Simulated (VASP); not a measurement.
# PbSe (P6_3/mmc) in VASP: a series of runs

PbSe is run at these levels: PBE; tasks: relaxation of shape and atoms at fixed volume.

Everything below comes from runs of VASP 6.6.1. Logs are shortened: lines on timing, memory, paths and dates and some standing lists are left out, and cuts for length are marked.

### 1 The cell of the first run

It takes space group P6_3/mmc (No. 194, hexagonal). Conventional cell: a = 4.242 Å, b = 4.242 Å, c = 7.510 Å, α = 90.00°, β = 90.00°, γ = 120.00°. Within 4.3 Å of Pb (site symmetry -3m) lie 6 Se at 3.09 Å and 8 Pb at 3.75 to 4.24 Å. Se (site symmetry -6m2) has 6 Pb at 3.09 Å and 6 Se at 4.24 Å within 4.3 Å.

### 2 Relaxation of shape and atoms at fixed volume, PBE (29.26 Å³/atom)

File INCAR:

```
SYSTEM = PbSe
ALGO = Normal ; EDIFF = 1E-7
EDIFFG = -0.01 ; ENCUT = 600
GGA = PE ; IBRION = 2
ISIF = 4 ; ISMEAR = 0
LASPH = .True. ; LCHARG = .False.
LREAL = .False. ; LWAVE = .False.
NELM = 60 ; NSW = 60
PREC = Accurate ; SIGMA = 0.05
```

File KPOINTS:

```
k-points
0
Gamma
  8 8 6
  0 0 0
```

File POSCAR:

```
PbSe
1.0
    4.2419438004      0.0000000000      0.0000000000
   -2.1209719002      3.6736310926      0.0000000000
    0.0000000000      0.0000000000      7.5099332595
Pb Se
2 2
Direct
    0.0000000000      0.0000000000      0.0000000000
    0.0000000000      0.0000000000      0.5000000000
    0.3333333333      0.6666666667      0.2500000000
    0.6666666667      0.3333333333      0.7500000000
```

Potentials or basis: VASP PAW PBE potentials, release 64 (Pb_d, Se).

Command:

```bash
> cat potpaw_PBE.64/Pb_d/POTCAR potpaw_PBE.64/Se/POTCAR > POTCAR
> mpirun -np 1 vasp_std > vasp.out
```

OUTCAR:

```text
SYSTEM = PbSe
   EDIFF = 1E-7
   EDIFFG = -0.01
   ENCUT = 600
   GGA = PE
   IBRION = 2
   ISIF = 4
   ISMEAR = 0
   LASPH = .True.
   LREAL = .False.
   NELM = 60
   NSW = 60
   PREC = Accurate

 ion  position               nearest neighbor table
   1  0.000  0.000  0.000-   3 3.09   4 3.09   4 3.09   3 3.09   4 3.09   3 3.09   2 3.75   2 3.75

   2  0.000  0.000  0.500-   3 3.09   4 3.09   4 3.09   3 3.09   4 3.09   3 3.09   1 3.75   1 3.75

   3  0.333  0.667  0.250-   1 3.09   2 3.09   1 3.09   2 3.09   1 3.09   2 3.09
   4  0.667  0.333  0.750-   1 3.09   2 3.09   1 3.09   2 3.09   1 3.09   2 3.09

  LATTYP: Found a hexagonal cell.
 ALAT       =     4.2419438004
 C/A-ratio  =     1.7703990465

  Lattice vectors:

 A1 = (   4.2419438004,   0.0000000000,   0.0000000000)
 A2 = (  -2.1209719002,   3.6736310926,   0.0000000000)
 A3 = (   0.0000000000,   0.0000000000,   7.5099332595)

Analysis of symmetry for initial positions (statically):
=====================================================================
 Subroutine PRICEL returns:
 Original cell was already a primitive cell.

 Routine SETGRP: Setting up the symmetry group for a
 hexagonal supercell.

 Subroutine GETGRP returns: Found 24 space group operations
 (whereof 12 operations were pure point group operations)
 out of a pool of 24 trial point group operations.

The static configuration has the point symmetry D_3d.
 The point group associated with its full space group is D_6h.

Analysis of symmetry for dynamics (positions and initial velocities):
=====================================================================
 Subroutine PRICEL returns:
 Original cell was already a primitive cell.

 Routine SETGRP: Setting up the symmetry group for a
 hexagonal supercell.

 Subroutine GETGRP returns: Found 24 space group operations
 (whereof 12 operations were pure point group operations)
 out of a pool of 24 trial point group operations.

The dynamic configuration has the point symmetry D_3d.
 The point group associated with its full space group is D_6h.

 Subroutine INISYM returns: Found 24 space group operations
 (whereof 12 operations are pure point group operations),
 and found     1 'primitive' translations

----------------------------------------------------------------------------------------

                                     Primitive cell

  volume of cell :     117.0298

  direct lattice vectors                    reciprocal lattice vectors
     4.241943800  0.000000000  0.000000000     0.235740983  0.136105120  0.000000000
    -2.120971900  3.673631093  0.000000000     0.000000000  0.272210240  0.000000000
     0.000000000  0.000000000  7.509933260     0.000000000  0.000000000  0.133156976

  length of vectors
     4.241943800  4.241943800  7.509933260     0.272210240  0.272210240  0.133156976

  position of ions in fractional coordinates (direct lattice)
     0.000000000  0.000000000  0.000000000
     0.000000000  0.000000000  0.500000000
     0.333333333  0.666666667  0.250000000
     0.666666667  0.333333333  0.750000000

  ion indices of the primitive-cell ions
   primitive index   ion index
                 1           1
                 2           2
                 3           3
                 4           4

----------------------------------------------------------------------------------------

 KPOINTS: k-points

Automatic generation of k-mesh.
 Grid dimensions read from file:
 generate k-points for:    8    8    6

 Generating k-lattice:

  Cartesian coordinates                     Fractional coordinates (reciprocal lattice)
     0.029467623  0.017013140  0.000000000     0.125000000  0.000000000  0.000000000
     0.000000000  0.034026280  0.000000000     0.000000000  0.125000000  0.000000000
     0.000000000  0.000000000  0.022192829     0.000000000  0.000000000  0.166666667

  Length of vectors
     0.034026280  0.034026280  0.022192829

  Shift w.r.t. Gamma in fractional coordinates (k-lattice)
     0.000000000  0.000000000  0.000000000

 Subroutine IBZKPT returns following result:
[... 43 lines left out ...]
   PSTRESS=    0.0 pullay stress
   NELECT =      40.0000    total number of electrons
   NUPDOWN=      -1.0000    fix difference up-down
   EMIN   =  10.00;   EMAX   =-10.00  energy-range for DOS
   EFERMI =   0.00;   METHOD = LEGACY
   ISMEAR =     0;   SIGMA  =   0.05  broadening in eV -4-tet -1-fermi 0-gaus
   EFERMI_NEDOS =   21; number of points for ismear=-14 and -15
   IALGO  =     38    algorithm
   IMIX   =      4    mixing-type and parameters
     AMIX     =   0.40;   BMIX     =  1.00
     AMIX_MAG =   1.60;   BMIX_MAG =  1.00
  volume/ion in A,a.u.               =      29.26       197.44
  Fermi-wavevector in a.u.,A,eV,Ry     =   1.144623  2.163025 17.825849  1.310163
  Thomas-Fermi vector in A             =   2.281315
   LORBIT       =      0    0 simple, 1 ext, 2 COOP (PROOUT), +10 PAW based schemes
   GGA     = PE    functional components
   LHFCALC =     F    Hartree Fock is set to
   AEXX    =    0.0000 exact exchange contribution
   IVDW    =     0    specifies the selected vdW correction
   LEPSILON=     F    determine dielectric tensor
   LRPA    =     F    only Hartree local field effects (RPA)
 conjugate gradient relaxation of ions
 non-spin polarized calculation
 Gauss-broadening in eV      SIGMA  =   0.05
  energy-cutoff  :      600.00
  volume of cell :      117.03
 maximum number of plane-waves:      3966
 NGX is ok and might be reduce to    36
   NGX = 17   NGY = 17   NGZ = 29

--------------------------------------- Ionic step        1  -------------------------------------------

 number of electron      39.9999999 magnetization

 Free energy of the ion-electron system (eV)
  ---------------------------------------------------
  ext. energy  EPLUGINS =         0.00000000
  ---------------------------------------------------
  free energy    TOTEN  =       -16.17339764 eV

  energy without entropy =      -16.17311713  energy(sigma->0) =      -16.17325738

------------------------ aborting loop because EDIFF is reached ----------------------------------------

  FORCE on cell =-STRESS in cart. coord.  units (eV):
  Direction    XX          YY          ZZ          XY          YZ          ZX
  --------------------------------------------------------------------------------------
  -------------------------------------------------------------------------------------
  Total        1.4240787      1.4240787      1.6130344      0.0000000      0.0000000      0.0000000
  in kB       19.4961141     19.4961141     22.0829796      0.0000000      0.0000000      0.0000000
  external PRESSURE =      20.3584026 kB  Pullay stress =       0.0000000 kB
[... 61 lines left out ...]
  energy  without entropy=      -16.1733455597  energy(sigma->0) =      -16.17348966

--------------------------------------- Ionic step        3  -------------------------------------------

 number of electron      40.0000000 magnetization

 Free energy of the ion-electron system (eV)
  ---------------------------------------------------
  ext. energy  EPLUGINS =         0.00000000
  ---------------------------------------------------
  free energy    TOTEN  =       -16.17380500 eV

  energy without entropy =      -16.17351475  energy(sigma->0) =      -16.17365987

 E-fermi :   5.1109     XC(G=0):  -9.4232

 val. band max:        5.0383190966   @ k =   0.3750   0.2500   0.0000
 cond. band min:       5.1145562492   @ k =   0.0000   0.0000   0.0000
 fundamental gap:      0.0762371526
 Fermi energy:         5.1109310573

 k-point     1 :       0.0000    0.0000    0.0000
  band No.  band energies     occupation
      1     -12.0934      2.00000
      2     -12.0513      2.00000
      3     -12.0513      2.00000
      4     -12.0360      2.00000
      5     -12.0360      2.00000
      6     -12.0226      2.00000
[... 637 lines left out ...]
     23       7.6265      0.00000
     24       8.2086      0.00000

 [... further k-points ...]

------------------------ aborting loop because EDIFF is reached ----------------------------------------

  FORCE on cell =-STRESS in cart. coord.  units (eV):
  Direction    XX          YY          ZZ          XY          YZ          ZX
  --------------------------------------------------------------------------------------
  -------------------------------------------------------------------------------------
  Total        1.4485379      1.4485379      1.4487400      0.0000000     -0.0000000      0.0000000
  in kB       19.8309683     19.8309683     19.8337349      0.0000000     -0.0000000      0.0000000
  external PRESSURE =      19.8318905 kB  Pullay stress =       0.0000000 kB
[... 19 lines left out ...]
  FREE ENERGIE OF THE ION-ELECTRON SYSTEM (eV)
  ---------------------------------------------------
  free  energy   TOTEN  =       -16.1738050030 eV

  energy  without entropy=      -16.1735147465  energy(sigma->0) =      -16.17365987

 reached required accuracy - stopping structural energy minimisation
```

It took 8.2 min on 1 thread of Oxide Virtual Turin-like, shared host; peak memory 0.31 GiB.

Results:

| Property | Result |
| --- | --- |
| Free energy | -16.1738 eV |
| Energy gained by relaxing | 0.1 meV/atom |
| Ionic steps | 3 |
| Pressure after relaxing | 2.0 GPa |
| Band gap on the k mesh | 0.02 eV (least direct gap 0.23 eV) |

Step by step:
```
step  energy change (eV)  largest force (eV/Å)  pressure (GPa)  volume (Å³)
   1              0.0000                0.0000            2.04       117.03
   2             -0.0002                0.0000            2.02       117.03
   3             -0.0004                0.0000            1.98       117.03
```

Final structure:
```
Pb Se
1.0
     4.23282    0.00000    0.00000
    -2.11641    3.66573    0.00000
     0.00000    0.00000    7.54236
Pb Se
2 2
Direct
  0.00000 0.00000 0.00000
  0.00000 0.00000 0.50000
  0.33333 0.66667 0.25000
  0.66667 0.33333 0.75000
```

Levels at points of the mesh, in eV from the valence-band top:
| k point | band 18 | band 19 | band 20 | band 21 | band 22 | band 23 |
| --- | --- | --- | --- | --- | --- | --- |
| (0.00, 0.00, 0.00) | -1.43 | -1.43 | 0.00 | 0.23 | 2.92 | 2.92 |
| (0.50, 0.00, 0.00) | -1.61 | -1.54 | -0.99 | 0.02 | 1.51 | 2.36 |
| (0.00, 0.00, 0.50) | -1.66 | -1.58 | -1.58 | 2.40 | 2.40 | 2.86 |
| (0.50, 0.00, 0.50) | -2.79 | -2.53 | -2.53 | 2.39 | 2.39 | 2.76 |

Caveat: the smearing spreads over this small gap; spin-orbit coupling is left out, which moves the levels of the heavy elements.

### 3 Relaxation of shape and atoms at fixed volume, PBE (29.87 Å³/atom)

This run uses another cell than the first one, of 29.87 Å³/atom.

File INCAR:

```
SYSTEM = PbSe
PREC = Accurate ; ENCUT = 600
EDIFF = 1E-6 ; ISMEAR = 0
SIGMA = 0.05 ; LREAL = .False.
LASPH = .True. ; NELM = 80
ALGO = Normal ; ISIF = 4
LWAVE = .False. ; LCHARG = .False.
GGA = PE ; IBRION = 2
NSW = 60 ; EDIFFG = -0.01
```

File KPOINTS:

```
Automatic mesh
0
Gamma
  8 8 6
  0 0 0
```

File POSCAR:

```
PbSe
1.0
    4.2781564084      0.0000000000      0.0000000000
   -2.1390782042      3.7049921310      0.0000000000
    0.0000000000      0.0000000000      7.5371546185
Pb Se
2 2
Direct
    0.0000000000      0.0000000000      0.0000000000
    0.0000000000      0.0000000000      0.5000000000
    0.3333333333      0.6666666667      0.2500000000
    0.6666666667      0.3333333333      0.7500000000
```

Potentials or basis: VASP PAW PBE potentials, release 64 (Pb_d, Se).

Command:

```bash
> cat potpaw_PBE.64/Pb_d/POTCAR potpaw_PBE.64/Se/POTCAR > POTCAR
> mpirun -np 1 vasp_std > vasp.out
```

Wall time 10 min (1 thread of Oxide Virtual Turin-like, shared host); peak memory 0.31 GiB.

It converged, with:

```yaml
Free_energy: -16.1962 eV
Energy_gained_by_relaxing: 0.1 meV/atom
Ionic_steps: 3
Pressure_after_relaxing: 0.9 GPa
Band_gap_on_the_k_mesh: 0.07 eV (least direct gap 0.18 eV)
```

The path:
```csv
step,energy change (eV),largest force (eV/Å),pressure (GPa),volume (Å³)
1,0.0000,0.0000,0.98,119.47
2,-0.0002,0.0000,0.97,119.47
3,-0.0003,0.0000,0.94,119.47
```

Final structure:
```
Pb Se
1.0
     4.27016    0.00000    0.00000
    -2.13508    3.69807    0.00000
     0.00000    0.00000    7.56540
Pb Se
2 2
Direct
  0.00000 0.00000 0.00000
  0.00000 0.00000 0.50000
  0.33333 0.66667 0.25000
  0.66667 0.33333 0.75000
```

Levels at points of the mesh, in eV from the valence-band top:
```
           k point  band 17  band 18  band 19  band 20  band 21  band 22  band 23  band 24
(0.00, 0.00, 0.00)    -1.83    -1.38    -1.38     0.00     0.18     2.91     2.91     3.00
(0.50, 0.00, 0.00)    -3.02    -1.54    -1.48    -0.95     0.07     1.55     2.43     3.75
(0.00, 0.00, 0.50)    -1.60    -1.60    -1.54    -1.54     2.38     2.38     2.85     2.85
(0.50, 0.00, 0.50)    -2.68    -2.68    -2.44    -2.44     2.41     2.41     2.77     2.77
```

Caveat: spin-orbit coupling is left out, which moves the levels of the heavy elements. A k mesh can miss the band edges.

### 4 Relaxation of shape and atoms at fixed volume, PBE (32.61 Å³/atom)

This run uses another cell than the first one, of 32.61 Å³/atom.

File INCAR:

```
PREC = Accurate
ENCUT = 600
EDIFF = 1E-6
ISMEAR = 0
SIGMA = 0.05
LREAL = False
LASPH = True
NELM = 80
ALGO = Normal
ISIF = 4
LWAVE = False
LCHARG = False
GGA = PE
IBRION = 2
NSW = 60
EDIFFG = -0.01
```

File KPOINTS:

```
Automatic mesh
0
Gamma
  8 8 6
```

File POSCAR:

```
PbSe
1.0
    4.4169000299      0.0000000000      0.0000000000
   -2.2084500150      3.8251476319      0.0000000000
    0.0000000000      0.0000000000      7.7204622451
Pb Se
2 2
Direct
    0.0000000000      0.0000000000      0.0000000000
    0.0000000000      0.0000000000      0.5000000000
    0.3333333333      0.6666666667      0.2500000000
    0.6666666667      0.3333333333      0.7500000000
```

Command:

```bash
> cat potpaw_PBE.64/Pb_d/POTCAR potpaw_PBE.64/Se/POTCAR > POTCAR
> mpirun -np 1 vasp_std > vasp.out
```

Run time: 5.7 min. Hardware: 1 thread of Oxide Virtual Turin-like, shared host; peak memory 0.34 GiB.

Results (log left out):

| Quantity | Value |
| --- | --- |
| Free energy | -16.1312 eV |
| Energy gained by relaxing | 0.1 meV/atom |
| Ionic steps | 3 |
| Pressure after relaxing | -2.6 GPa |
| Band gap on the k mesh | 0.03 eV |

Step by step:
```tsv
step	energy change (eV)	largest force (eV/Å)	pressure (GPa)	volume (Å³)
1	0.0000	0.0000	-2.62	130.44
2	-0.0002	0.0000	-2.60	130.44
3	-0.0004	0.0000	-2.58	130.44
```

Final structure:
```xyz
4
Lattice="4.4257 0.0000 0.0000 -2.2128 3.8328 0.0000 0.0000 0.0000 7.6899" Properties=species:S:1:pos:R:3 pbc="T T T"
Pb    0.0000    0.0000    0.0000
Pb    0.0000    0.0000    3.8449
Se    0.0000    2.5552    1.9225
Se    2.2128    1.2776    5.7674
```

Levels at points of the mesh, in eV from the valence-band top:
```csv
k point,band 18,band 19,band 20,band 21,band 22,band 23
"(0.00, 0.00, 0.00)",-1.14,-1.14,0.00,0.03,2.88,2.88
"(0.50, 0.00, 0.00)",-1.25,-1.22,-0.80,0.25,1.68,2.64
"(0.00, 0.00, 0.50)",-1.34,-1.34,-1.34,2.29,2.29,2.79
"(0.50, 0.00, 0.50)",-2.24,-2.08,-2.08,2.48,2.48,2.80
```

Caveat: spin-orbit coupling is left out, which moves the levels of the heavy elements.

### 5 Relaxation of shape and atoms at fixed volume, PBE (33.52 Å³/atom)

This run uses another cell than the first one, of 33.52 Å³/atom.

File INCAR:

```
SYSTEM = PbSe
PREC = Accurate ; ENCUT = 600
EDIFF = 1E-6 ; ISMEAR = 0
SIGMA = 0.05 ; LREAL = .False.
LASPH = .True. ; NELM = 100
ALGO = Normal ; ISIF = 4
LWAVE = .False. ; LCHARG = .False.
GGA = PE ; IBRION = 2
NSW = 60 ; EDIFFG = -0.01
```

File KPOINTS:

```
regular mesh
0
Gamma
  8 8 6
  0 0 0
```

File POSCAR:

```
PbSe
1.0
    4.4652775036      0.0000000000      0.0000000000
   -2.2326387518      3.8670437530      0.0000000000
    0.0000000000      0.0000000000      7.7658758283
Pb Se
2 2
Direct
    0.0000000000      0.0000000000      0.0000000000
    0.0000000000      0.0000000000      0.5000000000
    0.3333333333      0.6666666667      0.2500000000
    0.6666666667      0.3333333333      0.7500000000
```

Command:

```bash
> cat potpaw_PBE.64/Pb_d/POTCAR potpaw_PBE.64/Se/POTCAR > POTCAR
> mpirun -np 1 vasp_std > vasp.out
```

Wall time 5.8 min (1 thread of Oxide Virtual Turin-like, shared host); peak memory 0.34 GiB.

The run converged. Its results:

```yaml
Free_energy: -16.0624 eV
Energy_gained_by_relaxing: 0.1 meV/atom
Ionic_steps: 3
Pressure_after_relaxing: -3.4 GPa
Band_gap_on_the_k_mesh: 0.08 eV
```

Step by step:
| step | energy change (eV) | largest force (eV/Å) | pressure (GPa) | volume (Å³) |
| --- | --- | --- | --- | --- |
| 1 | 0.0000 | 0.0000 | -3.47 | 134.10 |
| 2 | -0.0002 | 0.0000 | -3.45 | 134.10 |
| 3 | -0.0003 | 0.0000 | -3.43 | 134.10 |

Final structure:
```
Pb Se
1.0
     4.47356    0.00000    0.00000
    -2.23678    3.87422    0.00000
     0.00000    0.00000    7.73713
Pb Se
2 2
Direct
  0.00000 0.00000 0.00000
  0.00000 0.00000 0.50000
  0.33333 0.66667 0.25000
  0.66667 0.33333 0.75000
```

Levels at points of the mesh, in eV from the valence-band top:
```csv
k point,band 16,band 17,band 18,band 19,band 20,band 21,band 22,band 23,band 24
"(0.00, 0.00, 0.00)",-1.42,-1.42,-1.03,-1.03,0.00,0.08,2.91,2.91,2.91
"(0.50, 0.00, 0.00)",-3.32,-2.44,-1.12,-1.10,-0.71,0.34,1.76,2.72,3.68
"(0.00, 0.00, 0.50)",-1.26,-1.22,-1.22,-1.22,-1.22,2.30,2.30,2.82,2.82
"(0.50, 0.00, 0.50)",-2.69,-2.07,-2.07,-1.92,-1.92,2.53,2.53,2.85,2.85
```

Caveat: spin-orbit coupling is left out, which moves the levels of the heavy elements. A k mesh can miss the band edges.

### 6 The runs side by side

```csv
cell,gap on the mesh (eV),pressure (GPa)
"relaxed from a = 4.242, b = 4.242, c = 7.510 Å, angles 90.0, 90.0, 120.0°, 4 atoms",0.02,2.0
"relaxed from a = 4.278, b = 4.278, c = 7.537 Å, angles 90.0, 90.0, 120.0°, 4 atoms",0.07,0.9
"relaxed from a = 4.417, b = 4.417, c = 7.720 Å, angles 90.0, 90.0, 120.0°, 4 atoms",0.03,-2.6
"relaxed from a = 4.465, b = 4.465, c = 7.766 Å, angles 90.0, 90.0, 120.0°, 4 atoms",0.08,-3.4
```

Alike in all rows: task relaxation of shape and atoms at fixed volume; level PBE; potentials or basis VASP PAW PBE potentials, release 64 (Pb_d, Se); no spin polarisation; k mesh 8 × 8 × 6; cutoff (eV) 600; smearing gaussian 0.05 eV.

Caveats: spin-orbit coupling is left out, which moves the levels of the heavy elements; the smearing spreads over this small gap (at least some runs).

Total energies depend on the potentials used, so only differences within one code and one set of settings carry meaning.

The gap in the log of VASP goes by the Fermi energy; the results here count the filled bands.